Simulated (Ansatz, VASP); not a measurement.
# CaO in VASP and in Ansatz

Contents of INCAR:

```
SYSTEM = CaO
PREC = Accurate
ENCUT = 520
EDIFF = 1E-7
ISMEAR = 0
SIGMA = 0.01
LREAL = .FALSE.
LASPH = .TRUE.
NELM = 100
ALGO = Normal
ISIF = 2
LWAVE = .FALSE.
LCHARG = .FALSE.
GGA = PS
NBANDS = 15
```

Contents of KPOINTS:

```
regular mesh
0
G
  10 10 10
  0 0 0
```

The input POSCAR:

```
CaO
1.0
    0.0000000000      2.3954941216      2.3954941216
    2.3954941216      0.0000000000      2.3954941216
    2.3954941216      2.3954941216      0.0000000000
Ca O
1 1
Direct
    0.0000000000      0.0000000000      0.0000000000
    0.5000000000      0.5000000000      0.5000000000
```

Input for Ansatz:

```yaml
crystal:
  lattice:
    - [0.0, 2.39549412156, 2.39549412156]
    - [2.39549412156, 0.0, 2.39549412156]
    - [2.39549412156, 2.39549412156, 0.0]
  atoms:
    - { symbol: Ca, position: [0.0, 0.0, 0.0] }
    - { symbol: O, position: [0.5, 0.5, 0.5] }
kpoints:
  mp_grid: { grid: [10, 10, 10] }
scf:
  occupations: { method: fixed }
  convergence: { dr2_threshold: 1.0e-10 }
hamiltonian:
  xc: pbesol
  pseudopotentials: { kind: all_electron, lapw: { basis_error: 0.0005 } }
output:
  forces: true
  stress: true
  eigenstates:
    kpoints:
      - [0.0, 0.0, 0.0]
      - [0.0, -0.5, -0.5]
      - [-0.5, 0.0, -0.5]
      - [-0.5, -0.5, 0.0]
      - [-0.5, 0.0, 0.0]
      - [0.0, -0.5, 0.0]
      - [0.0, 0.0, -0.5]
      - [-0.5, -0.5, -0.5]
  eigenvalues: true
```

Alike in both runs: task single point; functional PBEsol; k mesh 10 × 10 × 10; no spin polarisation.

|  | VASP | Ansatz |
| --- | --- | --- |
| version | VASP 6.6.1 | Ansatz 0.2.0 |
| potentials or method | VASP PAW PBE potentials, release 64 (Ca_sv, O), cutoff 520 eV | all-electron LAPW, scalar-relativistic |
| occupations | gaussian, width 0.01 eV | fixed |

|  | VASP | Ansatz | Ansatz less VASP |
| --- | --- | --- | --- |
| gap on the k mesh at the Fermi level (eV) | 3.53 | 3.55 | +0.018 |
| pressure (GPa) | -1.1 | -1.7 | -0.59 |

VASP's potentials were made for PBE, not for PBEsol. Ansatz ran all-electron here, and VASP with PAW potentials.
